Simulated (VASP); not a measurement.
Set up this calculation in VASP 6.6.1, as the native input.

```yaml
Task: single point
Functional: PBE
Potentials_or_basis: VASP PAW PBE potentials, release 64 (Sc_sv, Si)
Cutoff: 520 eV
k_mesh: 18 × 18 × 8
Occupations: gaussian, width 0.1 eV
Spin: no spin polarisation
Dipole_correction: no
Further_INCAR_settings: ALGO = Normal; EDIFF = 1e-06; NBANDS = 16
```

The structure of ScSi2 lies in POSCAR:

```
ScSi2
1.0
    3.0478100298      0.0000000000      0.0000000000
   -1.5239050149      2.6394809117      0.0000000000
    0.0000000000      0.0000000000      6.4169509684
Sc Si
1 2
Direct
    0.0000000000      0.0000000000      0.0000000000
    0.3333333333      0.6666666667      0.3502932063
    0.6666666667      0.3333333333      0.6497067937
```

The input as run:

INCAR

```
PREC = Accurate
ENCUT = 520
EDIFF = 1E-6
ISMEAR = 0
SIGMA = 0.1
LREAL = F
LASPH = T
NELM = 60
ALGO = Normal
ISIF = 2
LWAVE = F
LCHARG = F
GGA = PE
NBANDS = 16
```

KPOINTS

```
regular mesh
0
Gamma
  18 18 8
```

Potentials or basis: VASP PAW PBE potentials, release 64 (Sc_sv, Si).

Run with:

```sh
$ cat potpaw_PBE.64/Sc_sv/POTCAR potpaw_PBE.64/Si/POTCAR > POTCAR
$ mpirun -np 1 vasp_std > vasp.out
```

It gave:

```json
{
 "Pressure": "0.1 GPa",
 "Largest force": "0.013 eV/Å"
}
```

Run time: 2.4 min on 1 thread of AMD EPYC 7R13 Processor (Zen 3) (shared host), peak memory 0.3 GiB.
